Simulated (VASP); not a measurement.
BeTe:

```xyz
2
Lattice="0.0000 2.8286 2.8286 2.8286 0.0000 2.8286 2.8286 2.8286 0.0000" Properties=species:S:1:pos:R:3 pbc="T T T"
Be    0.0000    0.0000    0.0000
Te    4.2429    4.2429    4.2429
```

Base run:

| Quantity | Value |
| --- | --- |
| Program | VASP 6.6.1 |
| Functional | PBE0 |
| Potentials or basis | VASP PAW PBE potentials, release 64 (Be, Te) |
| Cutoff | 520 eV |
| k mesh | 6 × 6 × 6 |
| Occupations | gaussian, width 0.01 eV |
| Spin | no spin polarisation |

Its results: band gap on the k mesh 3.34 eV (least direct gap 5.17 eV); pressure -1.0 GPa.

Question: The run is repeated on the same cell with these changes: functional from PBE0 to HSE06. What comes out?

Answer: Band gap on the k mesh 2.67 eV (least direct gap 4.48 eV); pressure -0.9 GPa.

Caveats: the PAW data sets were made with another functional, which shifts forces and pressure a little; spin-orbit coupling is left out, which moves the levels of the heavy elements.

A k mesh can miss the band edges.
